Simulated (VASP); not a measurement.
# TiC (Fm-3m) in VASP: settings compared, part 2 of 2

VASP 6.6.1. The steps go on from the part before.

### 4 Single point, RPBE+D4

INCAR

```
PREC = Accurate
ENCUT = 520
EDIFF = 1E-6
ISMEAR = -1
SIGMA = 0.05
LREAL = False
LASPH = True
NELM = 60
ALGO = Normal
ISIF = 2
LWAVE = False
LCHARG = False
GGA = RP
IVDW = 13
NBANDS = 15
```

KPOINTS

```
Automatic mesh
0
Gamma
  11 11 11
```

POSCAR

```
TiC
1.0
    0.0000000000      2.2081947028      2.2081947028
    2.2081947028      0.0000000000      2.2081947028
    2.2081947028      2.2081947028      0.0000000000
Ti C
1 1
Direct
    0.0000000000      0.0000000000      0.0000000000
    0.5000000000      0.5000000000      0.5000000000
```

Potentials or basis: VASP PAW PBE potentials, release 64 (Ti_sv, C).

On the command line:

```console
> cat potpaw_PBE.64/Ti_sv/POTCAR potpaw_PBE.64/C/POTCAR > POTCAR
> mpirun -np 1 vasp_std > vasp.out
```

OUTCAR:

```text
PREC = Accurate
   ENCUT = 520
   EDIFF = 1E-6
   ISMEAR = -1
   LREAL = False
   LASPH = True
   NELM = 60
   ISIF = 2
   GGA = RP
   IVDW = 13

 ion  position               nearest neighbor table
   1  0.000  0.000  0.000-   2 2.21   2 2.21   2 2.21   2 2.21   2 2.21   2 2.21
   2  0.500  0.500  0.500-   1 2.21   1 2.21   1 2.21   1 2.21   1 2.21   1 2.21

  LATTYP: Found a face centered cubic cell.
 ALAT       =     4.4163894056

  Lattice vectors:

 A1 = (   0.0000000000,   2.2081947028,   2.2081947028)
 A2 = (   2.2081947028,   0.0000000000,   2.2081947028)
 A3 = (   2.2081947028,   2.2081947028,   0.0000000000)

Analysis of symmetry for initial positions (statically):
=====================================================================
 Subroutine PRICEL returns:
 Original cell was already a primitive cell.

 Routine SETGRP: Setting up the symmetry group for a
 face centered cubic supercell.

 Subroutine GETGRP returns: Found 48 space group operations
[... 9 lines left out ...]

 Routine SETGRP: Setting up the symmetry group for a
 face centered cubic supercell.

 Subroutine GETGRP returns: Found 48 space group operations
[... 11 lines left out ...]
                                     Primitive cell
[... 153 lines left out ...]
      7       9.5459      0.00001
      8       9.5459      0.00001
      9      10.4408      0.00000
     10      10.4408      0.00000
     11      10.4637      0.00000
     12      10.4637      0.00000
     13      10.4637      0.00000
     14      18.4897      0.00000
[... 401 lines left out ...]
      2     -24.2432      2.00000
      3     -24.1131      2.00000
      4     -24.0443      2.00000
      5      -1.7284      2.00000
      6       5.7462      2.00000
      7       6.8253      2.00000
      8       7.0440      2.00000
      9      10.3278      0.00000
     10      11.3120      0.00000
     11      12.2190      0.00000
     12      12.8637      0.00000
     13      15.6380      0.00000
     14      20.0064      0.00000
     15      21.8354      0.00000

 [... further k-points ...]

------------------------ aborting loop because EDIFF is reached ----------------------------------------

  DFT-D4 for vdW energy calculation

  Edisp (eV):   -1.05855

  FORCE on cell =-STRESS in cart. coord.  units (eV):
  Direction    XX          YY          ZZ          XY          YZ          ZX
  --------------------------------------------------------------------------------------
  -------------------------------------------------------------------------------------
  Total      -2.35990    -2.35990    -2.35990     0.00000     0.00000     0.00000
  in kB    -175.57496  -175.57496  -175.57496     0.00000     0.00000     0.00000
  external pressure =     -175.57 kB  Pullay stress =        0.00 kB

 VOLUME and BASIS-vectors are now :
 -----------------------------------------------------------------------------
  energy-cutoff  :      520.00
  volume of cell :       21.53
      direct lattice vectors                 reciprocal lattice vectors
     0.000000000  2.208194703  2.208194703    -0.226429309  0.226429309  0.226429309
     2.208194703  0.000000000  2.208194703     0.226429309 -0.226429309  0.226429309
     2.208194703  2.208194703  0.000000000     0.226429309  0.226429309 -0.226429309

 POSITION                                       TOTAL-FORCE (eV/Angst)
 -----------------------------------------------------------------------------------
      0.00000      0.00000      0.00000         0.000000     -0.000000      0.000000
      2.20819      2.20819      2.20819         0.000000      0.000000      0.000000
 -----------------------------------------------------------------------------------
    total drift:                                0.000000     -0.000000     -0.000000

  FREE ENERGIE OF THE ION-ELECTRON SYSTEM (eV)
  ---------------------------------------------------
  free  energy   TOTEN  =       -18.8435456287 eV

  energy  without entropy=      -18.8410713515  energy(sigma->0) =      -18.84230849
```

OSZICAR:

```text
N       E                     dE             d eps       ncg     rms          rms(c)
DAV:   1     0.118862371609E+03    0.11886E+03   -0.79391E+03  1688   0.125E+03
DAV:   2    -0.155193159986E+02   -0.13438E+03   -0.12653E+03  1785   0.332E+02
DAV:   3    -0.232058779647E+02   -0.76866E+01   -0.75597E+01  2233   0.774E+01
DAV:   4    -0.234500982200E+02   -0.24422E+00   -0.24398E+00  1950   0.130E+01
DAV:   5    -0.234593942426E+02   -0.92960E-02   -0.92955E-02  2298   0.221E+00    0.171E+01
DAV:   6    -0.185124621267E+02    0.49469E+01   -0.12037E+01  2349   0.553E+01    0.735E+00
DAV:   7    -0.178357407830E+02    0.67672E+00   -0.23996E+00  1981   0.217E+01    0.443E+00
DAV:   8    -0.178161778588E+02    0.19563E-01   -0.11152E-01  1876   0.310E+00    0.355E+00
DAV:   9    -0.177887185354E+02    0.27459E-01   -0.12829E-01  2203   0.557E+00    0.812E-01
DAV:  10    -0.177885175822E+02    0.20095E-03   -0.15750E-02  2129   0.125E+00    0.673E-01
DAV:  11    -0.177858643827E+02    0.26532E-02   -0.25540E-03  1960   0.809E-01    0.347E-01
DAV:  12    -0.177850334595E+02    0.83092E-03   -0.15161E-03  1912   0.673E-01    0.671E-02
DAV:  13    -0.177850091656E+02    0.24294E-04   -0.10745E-04  1911   0.134E-01    0.418E-02
DAV:  14    -0.177850014893E+02    0.76762E-05   -0.19179E-05  2156   0.350E-02    0.154E-02
DAV:  15    -0.177849989489E+02    0.25404E-05   -0.38728E-06  1883   0.306E-02    0.414E-03
DAV:  16    -0.177849991327E+02   -0.18380E-06   -0.34177E-07  1036   0.951E-03
   1 F= -.18843546E+02 E0= -.18842308E+02  d E =-.247428E-02
```

Wall time 7.9 s (1 thread of Intel Xeon 6975P-C (Granite Rapids), shared host); peak memory 0.15 GiB.

What came out:

```
Free energy                : -18.8435 eV
Pressure                   : -17.6 GPa
Band gap on the k mesh     : zero (band 8 reaches 9.55 eV, above the bottom of band 9 at 8.46 eV)
Dispersion energy per atom : -0.529 eV
```

Caveat: the PAW data sets were made with another functional, which shifts forces and pressure a little; pairwise dispersion overbinds metals, which lowers pressure and volume.

### 5 Summary

| level | cell | gap on the mesh (eV) | pressure (GPa) |
| --- | --- | --- | --- |
| PBE+D3(BJ) | a = 3.123 Å, angles 60.0°, 2 atoms | none | -19.0 |
| RPBE+D4 | a = 3.103 Å, angles 60.0°, 2 atoms | none | -14.1 |
| RPBE+D4 | a = 3.123 Å, angles 60.0°, 2 atoms | none | -17.6 |

Alike in all rows: task single point; potentials or basis VASP PAW PBE potentials, release 64 (Ti_sv, C); no spin polarisation; k mesh 11 × 11 × 11; cutoff (eV) 520; smearing fermi-dirac 0.05 eV.

Caveats: pairwise dispersion overbinds metals, which lowers pressure and volume; the PAW data sets were made with another functional, which shifts forces and pressure a little (some runs).

Total energies depend on the potentials used, so only differences within one code and one set of settings carry meaning.
